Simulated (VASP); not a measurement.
The system is CdSeS3.

```
CELL_PARAMETERS angstrom
3.49868 2.01996 2.78161
-3.49868 2.01996 2.78161
0.00000 -4.03993 2.78161
ATOMIC_POSITIONS crystal
Cd 0.50000 0.50000 0.50000
Se 0.00000 0.00000 0.00000
S 0.07803 0.50000 0.92197
S 0.92197 0.07803 0.50000
S 0.50000 0.92197 0.07803
```

The cell was built from a structure type or drawn by symmetry, and may not be a known phase.

```yaml
Program: VASP 6.6.1
Task: relaxation of cell and atoms
Functional: PBE
Potentials_or_basis: VASP PAW PBE potentials, release 64 (Cd, Se, S)
Cutoff: 500 eV
k_mesh: 12 × 12 × 12
Occupations: gaussian, width 0.1 eV
Spin: no spin polarisation
```

At the start: pressure -1.9 GPa; volume 23.59 Å³/atom.

How do energy, volume and symmetry change on relaxing?

Over 15 steps the energy falls by 153.0 meV/atom and the volume is 23.10 Å³/atom (-2.1 %); space group R32 (No. 155, to 0.1 Å) before and after.

Step by step:
```csv
step,energy change (eV),largest force (eV/Å),pressure (GPa),volume (Å³)
1,0.0000,0.2536,-1.94,117.95
2,-0.2730,0.3977,-0.09,113.02
3,-0.4479,0.4677,3.33,106.86
4,-0.4489,0.4614,4.72,104.95
5,-0.5809,0.4483,3.52,107.13
6,-0.6368,0.3240,2.61,109.57
7,-0.6898,0.3715,0.51,113.06
8,-0.6976,0.3972,-0.61,115.22
9,-0.7170,0.3431,-0.50,115.15
10,-0.7557,0.1630,-0.08,114.91
11,-0.7312,0.2713,1.21,114.36
12,-0.7634,0.0306,0.27,114.75
13,-0.7647,0.0173,-0.12,115.70
14,-0.7647,0.0178,-0.10,115.66
15,-0.7649,0.0067,0.02,115.51
```

Final structure:
```xyz
5
Lattice="3.2487 1.8756 3.1596 -3.2487 1.8756 3.1596 0.0000 -3.7512 3.1596" Properties=species:S:1:pos:R:3 pbc="T T T"
Cd    0.0000    0.0000    4.7394
Se    0.0000    0.0000    0.0000
S    -1.2732   -2.2053    4.7394
S     2.5465    0.0000    4.7394
S    -1.2732    2.2053    4.7394
```
